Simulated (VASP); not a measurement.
## Ru: single point with PBE

Crystal: Ru.

```
CELL_PARAMETERS angstrom
2.48956 0.00000 0.00000
-1.24478 2.15603 0.00000
0.00000 0.00000 4.71797
ATOMIC_POSITIONS crystal
Ru 0.33333 0.66667 0.25000
Ru 0.66667 0.33333 0.75000
```

```json
{"Program": "VASP 6.6.1", "Task": "single point", "Functional": "PBE", "Potentials or basis": "VASP PAW PBE potentials, release 64 (Ru_pv)", "Cutoff": "520 eV", "k mesh": "21 × 21 × 12", "Occupations": "gaussian, width 0.15 eV", "Spin": "no spin polarisation", "Dipole correction": "no", "Further INCAR settings": "ALGO = Fast; EDIFF = 1e-06; NBANDS = 21"}
```

```yaml
Pressure: 45.4 GPa
Band_gap_on_the_k_mesh: zero (bands 14 and 15 overlap by 2.71 eV)
```

Stress tensor (GPa, compression positive):
```
 78.24   0.00   0.00
  0.00  78.24   0.00
  0.00   0.00 -20.18
```

Levels at points of the mesh, in eV from the Fermi level:
| k point | band 12 | band 13 | band 14 | band 15 | band 16 | band 17 |
| --- | --- | --- | --- | --- | --- | --- |
| (0.00, 0.00, 0.00) | -2.46 | -2.46 | -0.56 | -0.05 | -0.05 | 1.47 |
| (0.00, 0.00, 0.50) | -2.75 | -2.75 | -2.75 | 0.85 | 0.85 | 0.85 |

Wall time 2.5 min on 1 thread of Intel(R) Xeon(R) Platinum 8259CL CPU @ 2.50GHz (Skylake/Cascade Lake), with other jobs on the host, peak memory 0.25 GiB.

Caveat: the stress differs along the axes, from -20 to 78 GPa.
